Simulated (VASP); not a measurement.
# C (C2/m) in VASP: notebook, part 2 of 2

VASP 6.6.1.

## 3. Single point, LDA

This run uses another cell than the first one, of 8.79 Å³/atom.

INCAR reads:

```
SYSTEM = C
PREC     = Accurate       ! precision mode
ENCUT    = 520            ! plane-wave cutoff, eV
EDIFF    = 1E-7           ! SCF threshold, eV
ISMEAR   = 0              ! smearing method
SIGMA    = 0.15           ! smearing width, eV
LREAL    = .FALSE.        ! projectors in reciprocal space
LASPH    = .TRUE.         ! aspherical terms in the spheres
NELM     = 60             ! most SCF steps
ALGO     = Normal         ! electronic algorithm
ISIF     = 2              ! what is computed and relaxed
LWAVE    = .FALSE.        ! write WAVECAR
LCHARG   = .FALSE.        ! write CHGCAR
GGA      = CA             ! functional
NBANDS   = 11             ! bands
```

KPOINTS reads:

```
Automatic mesh
0
G
  14 14 8
  0 0 0
```

POSCAR reads:

```
C
1.0
    2.0985689080     -1.2116815596      0.0000000000
    2.0985689080      1.2116815596      0.0000000000
   -1.3604316341      0.0000000000      3.4554886561
C
2
Direct
    0.8333560000      0.8333560000      0.0000930000
    0.1666440000      0.1666440000      0.9999070000
```

Potentials or basis: VASP PAW LDA potentials, release 64 (C).

Started as:

```
$ cat potpaw_LDA.64/C/POTCAR > POTCAR
$ mpirun -np 1 vasp_std > vasp.out
```

OUTCAR:

```text
SYSTEM = C
   PREC = Accurate
   ENCUT = 520
   EDIFF = 1E-7
   ISMEAR = 0
   LREAL = .FALSE.
   LASPH = .TRUE.
   NELM = 60
   ISIF = 2
   GGA = CA

 ion  position               nearest neighbor table
   1  0.833  0.833  0.000-   2 1.40   2 1.40   2 1.40
   2  0.167  0.167  1.000-   1 1.40   1 1.40   1 1.40

  LATTYP: Found a base centered monoclinic cell.
 ALAT       =     4.1971378160
 B/A-ratio  =     0.5773846906
 C/A-ratio  =     0.8848047021
 COS(beta)  =    -0.3663330234

  Lattice vectors:

 A1 = (   2.0985689080,  -1.2116815596,   0.0000000000)
 A2 = (   2.0985689080,   1.2116815596,   0.0000000000)
 A3 = (  -1.3604316341,   0.0000000000,   3.4554886561)

Analysis of symmetry for initial positions (statically):
=====================================================================
 Subroutine PRICEL returns:
 Original cell was already a primitive cell.

 Routine SETGRP: Setting up the symmetry group for a
 base centered monoclinic supercell.

 Subroutine GETGRP returns: Found  4 space group operations
 (whereof  4 operations were pure point group operations)
 out of a pool of  4 trial point group operations.

The static configuration has the point symmetry C_2h.

Analysis of symmetry for dynamics (positions and initial velocities):
=====================================================================
 Subroutine PRICEL returns:
 Original cell was already a primitive cell.

 Routine SETGRP: Setting up the symmetry group for a
 base centered monoclinic supercell.

 Subroutine GETGRP returns: Found  4 space group operations
 (whereof  4 operations were pure point group operations)
 out of a pool of  4 trial point group operations.

The dynamic configuration has the point symmetry C_2h.

 Subroutine INISYM returns: Found  4 space group operations
 (whereof  4 operations are pure point group operations),
 and found     1 'primitive' translations

[... 122 lines left out ...]
   IVDW    =     0    specifies the selected vdW correction
   LEPSILON=     F    determine dielectric tensor
   LRPA    =     F    only Hartree local field effects (RPA)
 non-spin polarized calculation
 Gauss-broadening in eV      SIGMA  =   0.15
  energy-cutoff  :      520.00
  volume of cell :       17.57
 maximum number of plane-waves:       488
 NGX is ok and might be reduce to    18
   NGX =  9   NGY =  9   NGZ = 13

 number of electron       8.0000001 magnetization

 Free energy of the ion-electron system (eV)
  ---------------------------------------------------
  ext. energy  EPLUGINS =         0.00000000
  ---------------------------------------------------
  free energy    TOTEN  =       -20.20818986 eV

  energy without entropy =      -20.20818936  energy(sigma->0) =      -20.20818961

 E-fermi :   4.6620     XC(G=0): -10.6635

 val. band max:        4.2693344923   @ k =  -0.2857   0.3571   0.1250
 cond. band min:       5.0499435793   @ k =  -0.3571   0.3571   0.5000
 fundamental gap:      0.7806090870
 Fermi energy:         4.6620137709

 k-point     1 :       0.0000    0.0000    0.0000
  band No.  band energies     occupation
      1     -15.2129      2.00000
      2      -2.4618      2.00000
      3       1.6215      2.00000
      4       1.6251      2.00000
      5       8.0381      0.00000
      6      13.2579      0.00000
      7      13.2603      0.00000
      8      16.5139      0.00000
      9      18.7131      0.00000
     10      27.6449      0.00000
     11      28.9743      0.00000
[... 309 lines left out ...]
 k-point    24 :       0.2857    0.1429    0.0000
  band No.  band energies     occupation
      1     -13.6912      2.00000
      2      -2.2072      2.00000
      3      -1.1442      2.00000
      4      -1.0917      2.00000
      5      10.6707      0.00000
      6      12.2642      0.00000
      7      14.5583      0.00000
      8      16.5919      0.00000
      9      21.6309      0.00000
     10      22.8294      0.00000
     11      28.8196      0.00000

 [... further k-points ...]

------------------------ aborting loop because EDIFF is reached ----------------------------------------

  FORCE on cell =-STRESS in cart. coord.  units (eV):
  Direction    XX          YY          ZZ          XY          YZ          ZX
  --------------------------------------------------------------------------------------
  -------------------------------------------------------------------------------------
  Total        1.4206820      1.4168129     -0.1122707      0.0000000      0.0000000     -0.0042944
  in kB      129.5257892    129.1730432    -10.2358908      0.0000000      0.0000000     -0.3915254
  external PRESSURE =      82.8209805 kB  Pullay stress =       0.0000000 kB

 VOLUME and BASIS-vectors are now :
 -----------------------------------------------------------------------------
  energy-cutoff  :      520.00
  volume of cell :       17.57
      direct lattice vectors                 reciprocal lattice vectors
     2.098568908 -1.211681560  0.000000000     0.238257604 -0.412649674  0.093802415
     2.098568908  1.211681560  0.000000000     0.238257604  0.412649674  0.093802415
    -1.360431634  0.000000000  3.455488656     0.000000000  0.000000000  0.289394670

 POSITION                                       TOTAL-FORCE (eV/Angst)
 -----------------------------------------------------------------------------------
      3.49758      0.00000      0.00032         0.004701      0.000000     -0.001058
     -0.66088      0.00000      3.45517        -0.004701      0.000000      0.001058
 -----------------------------------------------------------------------------------
    total drift:                                0.000000      0.000000     -0.000000

  FREE ENERGIE OF THE ION-ELECTRON SYSTEM (eV)
  ---------------------------------------------------
  free  energy   TOTEN  =       -20.2081898645 eV

  energy  without entropy=      -20.2081893580  energy(sigma->0) =      -20.20818961
```

OSZICAR:

```text
N       E                     dE             d eps       ncg     rms          rms(c)
DAV:   1    -0.142426415642E+01   -0.14243E+01   -0.41181E+03  9542   0.647E+02
DAV:   2    -0.213395321113E+02   -0.19915E+02   -0.19118E+02 12629   0.120E+02
DAV:   3    -0.217898859341E+02   -0.45035E+00   -0.44954E+00 11842   0.146E+01
DAV:   4    -0.217917266465E+02   -0.18407E-02   -0.18406E-02 11079   0.116E+00
DAV:   5    -0.217917349540E+02   -0.83075E-05   -0.83071E-05 12059   0.699E-02    0.691E+00
DAV:   6    -0.205818640703E+02    0.12099E+01   -0.10672E+00 11070   0.598E+00    0.391E+00
DAV:   7    -0.202082412533E+02    0.37362E+00   -0.11438E+00 11330   0.622E+00    0.111E+00
DAV:   8    -0.202091072693E+02   -0.86602E-03   -0.31824E-02 10550   0.116E+00    0.202E-01
DAV:   9    -0.202082143058E+02    0.89296E-03   -0.17502E-03 11530   0.246E-01    0.819E-02
DAV:  10    -0.202081905289E+02    0.23777E-04   -0.19098E-04 11605   0.926E-02    0.328E-02
DAV:  11    -0.202081898601E+02    0.66885E-06   -0.40675E-06 11127   0.148E-02    0.650E-03
DAV:  12    -0.202081898645E+02   -0.44608E-08   -0.32100E-08  9062   0.152E-03
   1 F= -.20208190E+02 E0= -.20208190E+02  d E =-.506528E-06
```

stdout:

```text
POSCAR found type information on POSCAR C
 POSCAR found :  1 types and       2 ions
 scaLAPACK will be used
 LDA part: xc-table for (Slater(with rela. corr.)+CA(PZ))
 , standard interpolation
 POSCAR, INCAR and KPOINTS ok, starting setup
 FFT: planning ... GRIDC
 FFT: planning ... GRID_SOFT
 FFT: planning ... GRID
 WAVECAR not read
 entering main loop
```

Run time: 96 s. Hardware: 1 thread of Intel Xeon 8259CL, shared host; peak memory 0.17 GiB.

Results:

| Property | Result |
| --- | --- |
| Free energy | -20.2082 eV |
| Pressure | 8.3 GPa |
| Largest force | 0.005 eV/Å |

Forces in eV/Å, atoms in the order of the input:
```
C    0.005  0.000 -0.001
C   -0.005  0.000  0.001
```

Caveat: the stress differs along the axes, from -1 to 13 GPa.

## 4. Single point, LDA

This run uses another cell than the first one, of 8.97 Å³/atom.

INCAR reads:

```
  ALGO = Normal
  EDIFF = 1E-6
  ENCUT = 520
  ISIF = 2
  ISMEAR = 0
  LASPH = T
  LCHARG = F
  LREAL = F
  LWAVE = F
  NBANDS = 11
  NELM = 80
  PREC = Accurate
  SIGMA = 0.15
```

KPOINTS reads:

```
k-points
0
Gamma
  14 14 8
```

POSCAR reads:

```
C
1.0
    2.1130422544     -1.2200382483      0.0000000000
    2.1130422544      1.2200382483      0.0000000000
   -1.3698142178      0.0000000000      3.4793203655
C
2
Direct
    0.8333560000      0.8333560000      0.0000930000
    0.1666440000      0.1666440000      0.9999070000
```

Started as:

```
$ cat potpaw_LDA.64/C/POTCAR > POTCAR
$ mpirun -np 1 vasp_std > vasp.out
```

It took 93 s on 1 thread of Intel Xeon 8259CL, shared host; peak memory 0.17 GiB.

The run converged. Its results:

```
Free energy   : -20.2205 eV
Pressure      : 2.2 GPa
Largest force : 0.005 eV/Å
```

Forces in eV/Å, atoms in the order of the input:
```
C    0.005  0.000 -0.001
C   -0.005  0.000  0.001
```

Stress tensor (GPa, compression positive):
```
 3.85  0.00 -0.04
 0.00  3.82  0.00
-0.04  0.00 -1.09
```

## 5. Overview

```tsv
cell	pressure (GPa)
a = 2.406, b = 2.406, c = 3.688 Å, angles 108.5, 108.5, 60.0°, 2 atoms	14.9
a = 2.423, b = 2.423, c = 3.714 Å, angles 108.5, 108.5, 60.0°, 2 atoms	8.3
a = 2.440, b = 2.440, c = 3.739 Å, angles 108.5, 108.5, 60.0°, 2 atoms	2.2
```

Alike in all rows: task single point; level LDA; potentials or basis VASP PAW LDA potentials, release 64 (C); no spin polarisation; k mesh 14 × 14 × 8; cutoff (eV) 520; smearing gaussian 0.15 eV.

Caveats: the stress differs along the axes, from -1 to 23 GPa (at least some runs); the stress differs along the axes, from -1 to 13 GPa (at least some runs).

Absolute energies hang on the potentials; compare differences alone.
